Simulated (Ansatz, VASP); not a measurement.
# Te in VASP and in Ansatz

```
CELL_PARAMETERS angstrom
4.20691 0.00000 0.00000
-2.10345 3.64329 0.00000
0.00000 0.00000 8.34394
ATOMIC_POSITIONS crystal
Te 0.00000 0.00000 0.00000
Te 0.00000 0.00000 0.50000
Te 0.33333 0.66667 0.25000
Te 0.66667 0.33333 0.75000
```

Alike in both runs: functional r2SCAN; k mesh 11 × 11 × 3; occupations fermi-dirac, width 0.1 eV; no spin polarisation.

Ansatz relaxed the structure, and its values are those at the end. VASP's run is a single point on that final structure, the one shown.

```csv
,VASP,Ansatz
version,VASP 6.6.1,Ansatz 0.2.0
potentials or method,"VASP PAW PBE potentials, release 64 (Te), cutoff 520 eV","plane waves (500 eV) with PAW, scalar-relativistic"
valence electrons in the cell,24,64
```

```csv
,VASP,Ansatz,Ansatz less VASP
pressure (GPa),0.0,0.0,+0.04
```

VASP's potentials were made for PBE, not for r2SCAN. VASP's potentials hold 24 valence electrons a cell and Ansatz's 64, so a difference there can come from the potentials and not from the codes.

Neither program's run includes spin-orbit coupling.
